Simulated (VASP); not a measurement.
# LaHg3N2 (P-4m2) in VASP: notebook, part 3 of 3

VASP 6.6.1.

**7. Relaxation of cell and atoms, PBE**

This run uses another cell than the first one, of 18.98 Å³/atom.

Input file INCAR:

```
  PREC = Accurate
  ENCUT = 600
  EDIFF = 1E-6
  ISMEAR = 0
  SIGMA = 0.1
  LREAL = False
  LASPH = True
  NELM = 60
  ALGO = Normal
  ISIF = 3
  LWAVE = False
  LCHARG = False
  GGA = PE
  IBRION = 2
  NSW = 90
  EDIFFG = -0.04
```

Input file KPOINTS:

```
Automatic mesh
0
Gamma
  6 6 2
```

Input file POSCAR:

```
LaHg3N2
1.0
    3.7031794800      0.0000000000      0.0000000000
    0.0000000000      3.7031794800      0.0000000000
    0.0000000000      0.0000000000      8.3056853800
La Hg N
1 3 2
Direct
    0.5000000000      0.5000000000      0.0000000000
    0.5000000000      0.0000000000      0.3861632900
    0.0000000000      0.5000000000      0.6138367100
    0.0000000000      0.0000000000      0.0000000000
    0.5000000000      0.0000000000      0.7344790700
    0.0000000000      0.5000000000      0.2655209300
```

Command:

```bash
$ cat potpaw_PBE.64/La/POTCAR potpaw_PBE.64/Hg/POTCAR potpaw_PBE.64/N/POTCAR > POTCAR
$ mpirun -np 1 vasp_std > vasp.out
```

It took 19 min on 1 thread of Intel Xeon 6975P-C (Granite Rapids), shared host; peak memory 0.31 GiB.

The run converged. Its results:

| Item | Value |
| --- | --- |
| Free energy | -21.3286 eV |
| Relaxed volume | 20.08 Å³/atom |
| Relaxed cell | a = 4.965 Å, b = 4.965 Å, c = 4.888 Å, α = 90.00°, β = 90.00°, γ = 90.00° |
| Space group after relaxing (to 0.1 Å) | P-4m2 (No. 115) |
| Energy gained by relaxing | 1295.4 meV/atom |
| Ionic steps | 31 |
| Pressure after relaxing | 0.0 GPa |
| Largest force after relaxing | 0.021 eV/Å |
| Band gap on the k mesh | zero (an odd number of electrons rules out a gap without spin polarisation) |

Forces in eV/Å, atoms in the order of the input:
```
La   0.000  0.000  0.000
Hg   0.000  0.000 -0.021
Hg   0.000  0.000  0.021
Hg   0.000  0.000  0.000
N    0.000  0.000 -0.006
N    0.000  0.000  0.006
```

Step by step:
| step | energy change (eV) | largest force (eV/Å) | pressure (GPa) | volume (Å³) |
| --- | --- | --- | --- | --- |
| 1 | 0.0000 | 0.7007 | 12.10 | 113.90 |
| 2 | -3.4741 | 1.4502 | -5.36 | 136.87 |
| 3 | -3.9435 | 1.5427 | -7.86 | 144.51 |
| 4 | -4.0997 | 1.3580 | -10.76 | 158.75 |
| 5 | -4.0985 | 1.5179 | -9.03 | 149.27 |
| 6 | -6.1215 | 1.6763 | -3.62 | 128.29 |
| 7 | -6.2509 | 2.2120 | -0.29 | 123.08 |
| 8 | -6.2473 | 2.4070 | 0.77 | 121.76 |
| 9 | -6.7300 | 0.9854 | 0.93 | 119.59 |
| 10 | -6.8258 | 1.3326 | 1.69 | 118.36 |
| 11 | -6.8055 | 1.9565 | 3.86 | 115.90 |
| 12 | -6.8490 | 1.6024 | 2.29 | 117.41 |
| 13 | -7.2719 | 1.1504 | -1.96 | 122.46 |
| 14 | -7.4060 | 0.8631 | -4.47 | 126.35 |
| 15 | -7.6480 | 0.3061 | -0.02 | 119.17 |
| 16 | -7.6485 | 0.3317 | 0.28 | 118.77 |
| 17 | -7.6903 | 0.1790 | 1.01 | 117.99 |
| 18 | -7.7028 | 0.2171 | 1.79 | 117.26 |
| 19 | -7.7284 | 0.1823 | -0.41 | 120.56 |
| 20 | -7.7284 | 0.1812 | -0.51 | 120.68 |
| 21 | -7.7371 | 0.1197 | -0.44 | 120.68 |
| 22 | -7.7399 | 0.2282 | -0.32 | 120.68 |
| 23 | -7.7476 | 0.2151 | 0.34 | 119.82 |
| 24 | -7.7501 | 0.1931 | 0.96 | 119.07 |
| 25 | -7.7553 | 0.1610 | 0.89 | 119.25 |
| 26 | -7.7664 | 0.0581 | 0.57 | 119.77 |
| 27 | -7.7673 | 0.0998 | -0.10 | 120.81 |
| 28 | -7.7700 | 0.0453 | 0.18 | 120.37 |
| 29 | -7.7719 | 0.0208 | -0.10 | 120.67 |
| 30 | -7.7720 | 0.0129 | -0.20 | 120.77 |
| 31 | -7.7723 | 0.0209 | -0.01 | 120.49 |

Final structure:
```yaml
crystal:
  lattice:
    - [4.96480, 0.00000, 0.00000]
    - [0.00000, 4.96480, 0.00000]
    - [0.00000, 0.00000, 4.88819]
  atoms:
    - { symbol: La, position: [0.50000, 0.50000, 0.00000] }
    - { symbol: Hg, position: [0.50000, 0.00000, 0.47625] }
    - { symbol: Hg, position: [0.00000, 0.50000, 0.52375] }
    - { symbol: Hg, position: [0.00000, 0.00000, 0.00000] }
    - { symbol: N, position: [0.50000, 0.00000, 0.94885] }
    - { symbol: N, position: [0.00000, 0.50000, 0.05115] }
```

Levels at points of the mesh, in eV from the Fermi level:
| k point | band 25 | band 26 | band 27 | band 28 | band 29 | band 30 | band 31 | band 32 | band 33 | band 34 |
| --- | --- | --- | --- | --- | --- | --- | --- | --- | --- | --- |
| (0.00, 0.00, 0.00) | -3.11 | -3.11 | -1.14 | -1.14 | -0.81 | -0.66 | 1.61 | 1.61 | 3.05 | 3.23 |
| (0.50, 0.00, 0.00) | -3.47 | -3.15 | -2.66 | -2.21 | -0.98 | 1.99 | 2.18 | 2.43 | 3.03 | 3.09 |
| (0.50, 0.50, 0.00) | -3.27 | -2.75 | -2.60 | -2.60 | -1.48 | -0.04 | 1.34 | 2.92 | 3.01 | 3.01 |
| (0.00, 0.00, 0.50) | -2.47 | -1.75 | -1.21 | -1.21 | 0.40 | 0.40 | 1.16 | 2.16 | 3.06 | 3.09 |
| (0.50, 0.00, 0.50) | -2.88 | -2.87 | -1.00 | 0.75 | 0.92 | 1.11 | 1.89 | 2.61 | 2.75 | 2.97 |
| (0.50, 0.50, 0.50) | -2.91 | -2.20 | -1.67 | -0.23 | 0.46 | 1.85 | 1.85 | 2.96 | 2.98 | 2.98 |

Caveat: the k points lie up to 0.64 Å⁻¹ apart in the final cell, too coarse for converged energies and pressures of a metal; a cell axis changed by over 15 % at a fixed basis, so the end point is rough; spin-orbit coupling is left out, which moves the levels of the heavy elements.

**8. The runs side by side**

| task | cell | k mesh | cutoff (eV) | gap on the mesh (eV) | pressure (GPa) | relaxed volume (Å³/atom) | largest force (eV/Å) |
| --- | --- | --- | --- | --- | --- | --- | --- |
| single point | a = 4.530, b = 4.530, c = 7.201 Å, 6 atoms, atomic positions A | 6 × 6 × 2 | 520 | none | 0.2 | - | 0.02 |
| single point | a = 3.703, b = 3.703, c = 8.306 Å, 6 atoms, atomic positions B | 6 × 6 × 2 | 520 | none | 12.1 | - | 0.70 |
| single point | a = 4.562, b = 4.562, c = 7.135 Å, 6 atoms, atomic positions C | 4 × 4 × 4 | 520 | none | -0.1 | - | 0.06 |
| relaxation of cell and atoms | relaxed from a = 4.530, b = 4.530, c = 7.201 Å, 6 atoms, atomic positions A | 4 × 4 × 4 | 600 | none | -0.1 | 23.11 | 0.04 |
| single point | a = 4.564, b = 4.564, c = 6.935 Å, 6 atoms, atomic positions D | 8 × 8 × 6 | 520 | none | 0.2 | - | 0.06 |
| relaxation of cell and atoms | relaxed from a = 3.703, b = 3.703, c = 8.306 Å, 6 atoms, atomic positions B | 6 × 6 × 2 | 600 | none | 0.0 | 20.08 | 0.02 |

Alike in all rows: level PBE; potentials or basis VASP PAW PBE potentials, release 64 (La, Hg, N); no spin polarisation; smearing gaussian 0.1 eV.

Caveats: some runs use coarse meshes; spin-orbit coupling is left out, which moves the levels of the heavy elements; a cell axis changed by over 15 % at a fixed basis, so the end point is rough (at least some runs).

Absolute energies hang on the potentials; compare differences alone.
